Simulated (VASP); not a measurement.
# Mg5TlO4 (P4/mmm) in VASP: further runs

The runs below take Mg5TlO4 through relaxation of cell and atoms, single point, with PBE.

All numbers are computed with VASP 6.6.1; they aren't measurements. Logs are shortened: lines on timing, memory, paths and dates and some standing lists are left out, and cuts for length are marked.

### Step 1. The cell of the first run

The structure is tetragonal, space group P4/mmm (No. 123). Conventional cell: a = 3.305 Å, b = 3.305 Å, c = 16.590 Å, α = 90.00°, β = 90.00°, γ = 90.00°. Mg (site symmetry 4mm) has 4 O at 2.85 Å and 4 Tl at 2.88 Å and 6 Mg at 3.30 to 3.37 Å within 3.8 Å. Within 3.8 Å of Mg (site symmetry 4mm) lie 8 O at 2.87 Å and 6 Mg at 3.30 to 3.31 Å. Within 3.8 Å of Mg (site symmetry 4/mmm) lie 8 O at 2.86 Å and 6 Mg at 3.31 Å. Within 3.8 Å of Tl (site symmetry 4/mmm) lie 8 Mg at 2.88 Å and 4 Tl at 3.31 Å and 2 O at 3.32 Å. O (site symmetry 4mm) has 8 Mg at 2.85 to 2.87 Å and 5 O at 3.31 to 3.32 Å and 1 Tl at 3.32 Å within 3.8 Å. O (site symmetry 4mm) has 8 Mg at 2.86 to 2.87 Å and 6 O at 3.31 to 3.32 Å within 3.8 Å.

The cell was generated, and may not be a known phase.

### Step 2. Relaxation of cell and atoms, PBE

Contents of INCAR:

```
SYSTEM = Mg5TlO4
PREC = Accurate ; ENCUT = 600
EDIFF = 1E-6 ; ISMEAR = 0
SIGMA = 0.1 ; LREAL = .FALSE.
LASPH = .TRUE. ; NELM = 60
ALGO = Normal ; ISIF = 3
LWAVE = .FALSE. ; LCHARG = .FALSE.
GGA = PE ; IBRION = 2
NSW = 90 ; EDIFFG = -0.04
```

Contents of KPOINTS:

```
Automatic mesh
0
G
  6 6 1
  0 0 0
```

Contents of POSCAR:

```
Mg5TlO4
1.0
    3.3053653100      0.0000000000      0.0000000000
    0.0000000000      3.3053653100      0.0000000000
    0.0000000000      0.0000000000     16.5901625800
Mg Tl O
5 1 4
Direct
    0.5000000000      0.5000000000      0.1016230000
    0.5000000000      0.5000000000      0.3002359900
    0.5000000000      0.5000000000      0.5000000000
    0.5000000000      0.5000000000      0.6997640100
    0.5000000000      0.5000000000      0.8983770000
    0.0000000000      0.0000000000      0.0000000000
    0.0000000000      0.0000000000      0.1999610100
    0.0000000000      0.0000000000      0.4003480100
    0.0000000000      0.0000000000      0.5996519900
    0.0000000000      0.0000000000      0.8000389900
```

Potentials or basis: VASP PAW PBE potentials, release 64 (Mg, Tl_d, O).

Launch:

```bash
$ cat potpaw_PBE.64/Mg/POTCAR potpaw_PBE.64/Tl_d/POTCAR potpaw_PBE.64/O/POTCAR > POTCAR
$ mpirun -np 1 vasp_std > vasp.out
```

OUTCAR:

```text
SYSTEM = Mg5TlO4
   PREC = Accurate
   ENCUT = 600
   EDIFF = 1E-6
   ISMEAR = 0
   LREAL = .FALSE.
   LASPH = .TRUE.
   NELM = 60
   ISIF = 3
   GGA = PE
   IBRION = 2
   NSW = 90
   EDIFFG = -0.04

 ion  position               nearest neighbor table
   1  0.500  0.500  0.102-   6 2.88   6 2.88   6 2.88   6 2.88   2 3.30   5 3.37
   2  0.500  0.500  0.300-   1 3.30   3 3.31
   3  0.500  0.500  0.500-   2 3.31   4 3.31
   4  0.500  0.500  0.700-   5 3.30   3 3.31
   5  0.500  0.500  0.898-   6 2.88   6 2.88   6 2.88   6 2.88   4 3.30   1 3.37
   6  0.000  0.000  0.000-   1 2.88   1 2.88   1 2.88   1 2.88   5 2.88   5 2.88   5 2.88   5 2.88

   7  0.000  0.000  0.200-
   8  0.000  0.000  0.400-
   9  0.000  0.000  0.600-
  10  0.000  0.000  0.800-

  LATTYP: Found a simple tetragonal cell.
 ALAT       =     3.3053653100
 C/A-ratio  =     5.0191615825

  Lattice vectors:

 A1 = (   3.3053653100,   0.0000000000,   0.0000000000)
 A2 = (   0.0000000000,   3.3053653100,   0.0000000000)
 A3 = (   0.0000000000,   0.0000000000,  16.5901625800)

Analysis of symmetry for initial positions (statically):
=====================================================================
 Subroutine PRICEL returns:
 Original cell was already a primitive cell.

 Routine SETGRP: Setting up the symmetry group for a
 simple tetragonal supercell.

 Subroutine GETGRP returns: Found 16 space group operations
 (whereof 16 operations were pure point group operations)
 out of a pool of 16 trial point group operations.

The static configuration has the point symmetry D_4h.

Analysis of symmetry for dynamics (positions and initial velocities):
=====================================================================
 Subroutine PRICEL returns:
 Original cell was already a primitive cell.

 Routine SETGRP: Setting up the symmetry group for a
 simple tetragonal supercell.

 Subroutine GETGRP returns: Found 16 space group operations
 (whereof 16 operations were pure point group operations)
 out of a pool of 16 trial point group operations.

The dynamic configuration has the point symmetry D_4h.

 Subroutine INISYM returns: Found 16 space group operations
 (whereof 16 operations are pure point group operations),
 and found     1 'primitive' translations

----------------------------------------------------------------------------------------

                                     Primitive cell

  volume of cell :     181.2548

  direct lattice vectors                    reciprocal lattice vectors
     3.305365310  0.000000000  0.000000000     0.302538420  0.000000000  0.000000000
     0.000000000  3.305365310  0.000000000     0.000000000  0.302538420  0.000000000
     0.000000000  0.000000000 16.590162580     0.000000000  0.000000000  0.060276685

  length of vectors
     3.305365310  3.305365310 16.590162580     0.302538420  0.302538420  0.060276685

  position of ions in fractional coordinates (direct lattice)
     0.500000000  0.500000000  0.101623000
     0.500000000  0.500000000  0.300235990
     0.500000000  0.500000000  0.500000000
     0.500000000  0.500000000  0.699764010
     0.500000000  0.500000000  0.898377000
     0.000000000  0.000000000  0.000000000
     0.000000000  0.000000000  0.199961010
     0.000000000  0.000000000  0.400348010
     0.000000000  0.000000000  0.599651990
     0.000000000  0.000000000  0.800038990

  ion indices of the primitive-cell ions
   primitive index   ion index
                 1           1
                 2           2
                 3           3
                 4           4
                 5           5
                 6           6
                 7           7
                 8           8
                 9           9
                10          10

----------------------------------------------------------------------------------------

 KPOINTS: Automatic mesh

Automatic generation of k-mesh.
 Grid dimensions read from file:
 generate k-points for:    6    6    1

 Generating k-lattice:

  Cartesian coordinates                     Fractional coordinates (reciprocal lattice)
     0.050423070  0.000000000  0.000000000     0.166666667  0.000000000  0.000000000
     0.000000000  0.050423070  0.000000000     0.000000000  0.166666667  0.000000000
     0.000000000  0.000000000  0.060276685     0.000000000  0.000000000  1.000000000

  Length of vectors
     0.050423070  0.050423070  0.060276685

  Shift w.r.t. Gamma in fractional coordinates (k-lattice)
     0.000000000  0.000000000  0.000000000

 Subroutine IBZKPT returns following result:
 ===========================================

 Found     10 irreducible k-points:

 Following reciprocal coordinates:
            Coordinates               Weight
  0.000000  0.000000  0.000000      1.000000
  0.166667  0.000000  0.000000      4.000000
  0.333333  0.000000  0.000000      4.000000
  0.500000  0.000000  0.000000      2.000000
  0.166667  0.166667  0.000000      4.000000
  0.333333  0.166667  0.000000      8.000000
  0.500000  0.166667  0.000000      4.000000
  0.333333  0.333333  0.000000      4.000000
  0.500000  0.333333  0.000000      4.000000
  0.500000  0.500000  0.000000      1.000000
   k-points           NKPTS =     10   k-points in BZ     NKDIM =     10   number of bands    NBANDS=     29
   number of dos      NEDOS =    301   number of ions     NIONS =     10
   total plane-waves  NPLWV = 109760
   dimension x,y,z NGX =    28 NGY =   28 NGZ =  140
   dimension x,y,z NGXF=    56 NGYF=   56 NGZF=  280
   ions per type =               5   1   4
   NGX,Y,Z   is equivalent  to a cutoff of  14.08, 14.08, 14.03 a.u.
   NGXF,Y,Z  is equivalent  to a cutoff of  28.17, 28.17, 28.06 a.u.
 SYSTEM =  Mg5TlO4
   PREC   = accura    normal or accurate (medium, high low for compatibility)
   ISTART =      0    job   : 0-new  1-cont  2-samecut
   ICHARG =      2    charge: 1-file 2-atom 10-const
   ISPIN  =      1    spin polarized calculation?
   LNONCOLLINEAR =      F non collinear calculations
   LSORBIT =      F    spin-orbit coupling
   LASPH  =      T    aspherical Exc in radial PAW
   ENCUT  =  600.0 eV  44.10 Ry    6.64 a.u.   6.60  6.60 33.13*2*pi/ulx,y,z
   NELM   =     60;   NELMIN=  2; NELMDL= -5     # of ELM steps
   EDIFF  = 0.1E-05   stopping-criterion for ELM
   LREAL  =      F    real-space projection
   EDIFFG = -.4E-01   stopping-criterion for IOM
   NSW    =     90    number of steps for IOM
   IBRION =      2    ionic relax: 0-MD 1-quasi-New 2-CG
   NFREE  =      1    steps in history (QN), initial steepest desc. (CG)
   ISIF   =      3    stress and relaxation
   ISYM   =      2    0-nonsym 1-usesym 2-fastsym
   POTIM  = 0.5000    time-step for ionic-motion
   TEBEG  =    0.0;   TEEND  =   0.0 temperature during run
   PSTRESS=    0.0 pullay stress
   NELECT =      47.0000    total number of electrons
   NUPDOWN=      -1.0000    fix difference up-down
   EMIN   =  10.00;   EMAX   =-10.00  energy-range for DOS
   EFERMI =   0.00;   METHOD = LEGACY
   ISMEAR =     0;   SIGMA  =   0.10  broadening in eV -4-tet -1-fermi 0-gaus
   EFERMI_NEDOS =   21; number of points for ismear=-14 and -15
   IALGO  =     38    algorithm
   IMIX   =      4    mixing-type and parameters
     AMIX     =   0.40;   BMIX     =  1.00
     AMIX_MAG =   1.60;   BMIX_MAG =  1.00
  volume/ion in A,a.u.               =      18.13       122.32
  Fermi-wavevector in a.u.,A,eV,Ry     =   1.043945  1.972770 14.827915  1.089821
  Thomas-Fermi vector in A             =   2.178676
   LORBIT       =      0    0 simple, 1 ext, 2 COOP (PROOUT), +10 PAW based schemes
   GGA     = PE    functional components
   LHFCALC =     F    Hartree Fock is set to
   AEXX    =    0.0000 exact exchange contribution
   IVDW    =     0    specifies the selected vdW correction
   LEPSILON=     F    determine dielectric tensor
   LRPA    =     F    only Hartree local field effects (RPA)
 conjugate gradient relaxation of ions
 non-spin polarized calculation
 Gauss-broadening in eV      SIGMA  =   0.10
  energy-cutoff  :      600.00
  volume of cell :      181.25
 maximum number of plane-waves:      6099
 NGX is ok and might be reduce to    28
   NGX = 13   NGY = 13   NGZ = 67

--------------------------------------- Ionic step        1  -------------------------------------------

 number of electron      47.0000029 magnetization

 Free energy of the ion-electron system (eV)
  ---------------------------------------------------
  ext. energy  EPLUGINS =         0.00000000
  ---------------------------------------------------
  free energy    TOTEN  =       -35.76900347 eV

  energy without entropy =      -35.76563312  energy(sigma->0) =      -35.76731830

 E-fermi :   2.5285     XC(G=0):  -9.0154

 val. band max:        2.3894085576   @ k =   0.3333   0.1667   0.0000
 cond. band min:       2.6264164658   @ k =   0.5000   0.0000   0.0000
 fundamental gap:      0.2370079082
 Fermi energy:         2.5284972001

 k-point     1 :       0.0000    0.0000    0.0000
  band No.  band energies     occupation
      1     -13.6731      2.00000
      2     -13.6574      2.00000
      3     -13.5083      2.00000
      4     -13.3953      2.00000
      5     -10.1788      2.00000
      6      -9.9316      2.00000
[... 434 lines left out ...]
  FREE ENERGIE OF THE ION-ELECTRON SYSTEM (eV)
  ---------------------------------------------------
  free  energy   TOTEN  =       -40.4348665001 eV

  energy  without entropy=      -40.4249796947  energy(sigma->0) =      -40.42992310

[... ionic steps 4 to 25 ...]

--------------------------------------- Ionic step       26  -------------------------------------------

 number of electron      47.0000003 magnetization

------------------------ aborting loop because EDIFF is reached ----------------------------------------

  FORCE on cell =-STRESS in cart. coord.  units (eV):
  Direction    XX          YY          ZZ          XY          YZ          ZX
  --------------------------------------------------------------------------------------
  -------------------------------------------------------------------------------------
  Total       -0.2557136     -0.2557136     -0.2386185      0.0000000      0.0000000      0.0000000
  in kB       -3.3234897     -3.3234897     -3.1013058      0.0000000      0.0000000      0.0000000
  external PRESSURE =      -3.2494284 kB  Pullay stress =       0.0000000 kB
[... 73 lines left out ...]
  energy  without entropy=      -43.4223266634  energy(sigma->0) =      -43.42779941

--------------------------------------- Ionic step       28  -------------------------------------------

 number of electron      47.0000002 magnetization

 Free energy of the ion-electron system (eV)
  ---------------------------------------------------
  ext. energy  EPLUGINS =         0.00000000
  ---------------------------------------------------
  free energy    TOTEN  =       -43.43403083 eV

  energy without entropy =      -43.42309579  energy(sigma->0) =      -43.42856331

 E-fermi :   7.1523     XC(G=0): -10.6604

 val. band max:        7.1444362819   @ k =   0.0000   0.0000   0.0000
 cond. band min:       7.1871506222   @ k =   0.0000   0.0000   0.0000
 fundamental gap:      0.0427143403
 Fermi energy:         7.1522620847

 k-point     1 :       0.0000    0.0000    0.0000
  band No.  band energies     occupation
      1     -13.4209      2.00000
      2     -13.1658      2.00000
      3     -12.8692      2.00000
      4     -12.6605      2.00000
      5      -6.6842      2.00000
      6      -6.1983      2.00000
[... 346 lines left out ...]
  FREE ENERGIE OF THE ION-ELECTRON SYSTEM (eV)
  ---------------------------------------------------
  free  energy   TOTEN  =       -43.4340308257 eV

  energy  without entropy=      -43.4230957867  energy(sigma->0) =      -43.42856331

 reached required accuracy - stopping structural energy minimisation
```

Run time: 12 min. Hardware: 1 thread of AMD EPYC 9R45 (Zen 5), shared host; peak memory 0.35 GiB.

What came out:

- Free energy: -43.4340 eV
- Relaxed volume: 12.31 Å³/atom
- Relaxed cell: a = 2.791 Å, b = 2.791 Å, c = 15.808 Å, α = 90.00°, β = 90.00°, γ = 90.00°
- Space group after relaxing (to 0.1 Å): P4/mmm (No. 123)
- Energy gained by relaxing: 766.5 meV/atom
- Ionic steps: 28
- Pressure after relaxing: -0.2 GPa
- Largest force after relaxing: 0.036 eV/Å
- Band gap on the k mesh: zero (an odd number of electrons rules out a gap without spin polarisation)

Forces on the atoms (eV/Å):
```
Mg   0.000  0.000 -0.029
Mg   0.000  0.000 -0.003
Mg   0.000  0.000  0.000
Mg   0.000  0.000  0.003
Mg   0.000  0.000  0.029
Tl   0.000  0.000  0.000
O    0.000  0.000 -0.036
O    0.000  0.000  0.035
O    0.000  0.000 -0.035
O    0.000  0.000  0.036
```

The path:
| step | energy change (eV) | largest force (eV/Å) | pressure (GPa) | volume (Å³) |
| --- | --- | --- | --- | --- |
| 1 | 0.0000 | 2.9148 | -14.91 | 181.25 |
| 2 | -3.9255 | 3.4014 | -7.12 | 140.51 |
| 3 | -4.6659 | 3.5790 | 5.82 | 120.59 |
| 4 | -5.9882 | 1.9715 | 9.00 | 115.56 |
| 5 | -6.0667 | 2.3452 | 11.89 | 113.31 |
| 6 | -7.1299 | 1.0516 | -2.04 | 127.60 |
| 7 | -7.1504 | 0.9138 | -3.58 | 130.02 |
| 8 | -7.3449 | 0.2874 | -0.88 | 126.54 |
| 9 | -7.3532 | 0.3544 | -0.11 | 125.67 |
| 10 | -7.3918 | 0.2742 | 0.90 | 124.65 |
| 11 | -7.4087 | 0.3766 | 2.66 | 122.96 |
| 12 | -7.4268 | 0.3922 | 2.30 | 123.39 |
| 13 | -7.4668 | 0.4069 | 1.48 | 124.70 |
| 14 | -7.4773 | 0.4866 | 0.09 | 127.33 |
| 15 | -7.4861 | 0.4271 | 0.70 | 126.19 |
| 16 | -7.5132 | 0.3676 | -0.13 | 126.92 |
| 17 | -7.5215 | 0.3196 | -0.87 | 127.62 |
| 18 | -7.5356 | 0.3107 | -0.77 | 127.08 |
| 19 | -7.5754 | 0.3415 | -0.46 | 125.47 |
| 20 | -7.6134 | 0.6353 | 0.86 | 122.28 |
| 21 | -7.6155 | 0.5842 | 0.35 | 123.15 |
| 22 | -7.6276 | 0.5180 | 0.46 | 122.86 |
| 23 | -7.6475 | 0.3396 | 0.82 | 122.02 |
| 24 | -7.6491 | 0.3114 | 0.94 | 121.72 |
| 25 | -7.6570 | 0.2325 | 0.52 | 122.21 |
| 26 | -7.6643 | 0.0697 | -0.32 | 123.27 |
| 27 | -7.6643 | 0.0619 | -0.37 | 123.33 |
| 28 | -7.6650 | 0.0363 | -0.19 | 123.11 |

Final structure:
```
Mg Tl O
1.0
     2.79068    0.00000    0.00000
     0.00000    2.79068    0.00000
     0.00000    0.00000   15.80760
Mg Tl O
5 1 4
Direct
  0.50000 0.50000 0.16247
  0.50000 0.50000 0.33111
  0.50000 0.50000 0.50000
  0.50000 0.50000 0.66889
  0.50000 0.50000 0.83753
  0.00000 0.00000 0.00000
  0.00000 0.00000 0.24005
  0.00000 0.00000 0.41320
  0.00000 0.00000 0.58680
  0.00000 0.00000 0.75995
```

Levels at points of the mesh, in eV from the Fermi level:
```
           k point  band 20  band 21  band 22  band 23  band 24  band 25  band 26  band 27  band 28  band 29
(0.00, 0.00, 0.00)    -3.71    -3.71    -3.64    -3.64    -1.88    -0.01     0.03     2.15     2.38     5.17
(0.50, 0.00, 0.00)    -3.60    -3.45    -3.29    -3.21    -1.02     0.35     1.55     2.52     2.90     3.46
(0.50, 0.50, 0.00)    -4.23    -3.38    -0.65    -0.65    -0.54     1.22     1.78     2.49     3.24     3.55
```

Caveat: the k points lie up to 0.40 Å⁻¹ apart in the final cell, too coarse for converged energies and pressures of a metal; the volume moved by over 15 % at a fixed basis, so the end points are rough; spin-orbit coupling is left out, which moves the levels of the heavy elements; an odd number of electrons without spin polarisation forces a metal; a magnetic or distorted state may lie lower.

### Step 3. Single point, PBE

This run uses another cell than the first one, of 12.30 Å³/atom.

Contents of INCAR:

```
SYSTEM = Mg5TlO4
  PREC = Accurate
  ENCUT = 520
  EDIFF = 1E-7
  ISMEAR = 0
  SIGMA = 0.1
  LREAL = .FALSE.
  LASPH = .TRUE.
  NELM = 60
  ALGO = Normal
  ISIF = 2
  LWAVE = .FALSE.
  LCHARG = .FALSE.
  GGA = PE
  NBANDS = 34
```

Contents of KPOINTS:

```
regular mesh
0
G
  14 14 4
  0 0 0
```

Contents of POSCAR:

```
Mg5TlO4
1.0
    2.8004208748      0.0000000000      0.0000000000
    0.0000000000      2.8004208748      0.0000000000
    0.0000000000      0.0000000000     15.6861573244
Mg Tl O
5 1 4
Direct
    0.5000000000      0.5000000000      0.1594092691
    0.5000000000      0.5000000000      0.3296413839
    0.5000000000      0.5000000000      0.5000000000
    0.5000000000      0.5000000000      0.6703586161
    0.5000000000      0.5000000000      0.8405907309
    0.0000000000      0.0000000000      0.0000000000
    0.0000000000      0.0000000000      0.2364082275
    0.0000000000      0.0000000000      0.4121700912
    0.0000000000      0.0000000000      0.5878299088
    0.0000000000      0.0000000000      0.7635917725
```

Potentials or basis: VASP PAW PBE potentials, release 64 (Mg, Tl_d, O).

Launch:

```bash
$ cat potpaw_PBE.64/Mg/POTCAR potpaw_PBE.64/Tl_d/POTCAR potpaw_PBE.64/O/POTCAR > POTCAR
$ mpirun -np 1 vasp_std > vasp.out
```

Wall time 4.8 min (1 thread of AMD EPYC 9R45 (Zen 5), shared host); peak memory 0.5 GiB.

It converged, with:

| Item | Value |
| --- | --- |
| Free energy | -43.5207 eV |
| Pressure | -0.4 GPa |
| Largest force | 0.012 eV/Å |
| Band gap on the k mesh | zero (an odd number of electrons rules out a gap without spin polarisation) |

Forces in eV/Å, atoms in the order of the input:
```
Mg   0.000  0.000  0.012
Mg   0.000  0.000  0.009
Mg   0.000  0.000  0.000
Mg   0.000  0.000 -0.009
Mg   0.000  0.000 -0.012
Tl   0.000  0.000  0.000
O    0.000  0.000 -0.006
O    0.000  0.000 -0.003
O    0.000  0.000  0.003
O    0.000  0.000  0.006
```

Levels at points of the mesh, in eV from the Fermi level:
```tsv
k point	band 20	band 21	band 22	band 23	band 24	band 25	band 26	band 27
(0.00, 0.00, 0.00)	-3.69	-3.68	-3.62	-3.62	-1.82	0.00	0.15	2.14
(0.50, 0.00, 0.00)	-3.58	-3.43	-3.28	-3.20	-0.97	0.48	1.59	2.65
(0.50, 0.50, 0.00)	-4.21	-3.38	-0.63	-0.63	-0.54	1.19	1.75	2.47
(0.00, 0.00, 0.50)	-3.69	-3.69	-3.62	-3.62	-1.15	-1.01	1.14	1.31
(0.50, 0.00, 0.50)	-3.58	-3.43	-3.28	-3.20	-1.02	0.41	2.12	2.22
(0.50, 0.50, 0.50)	-4.21	-3.38	-0.63	-0.63	-0.53	1.19	1.75	2.47
```

Caveat: spin-orbit coupling is left out, which moves the levels of the heavy elements; an odd number of electrons without spin polarisation forces a metal; a magnetic or distorted state may lie lower.

The gap in the log of VASP goes by the Fermi energy; the results here count the filled bands.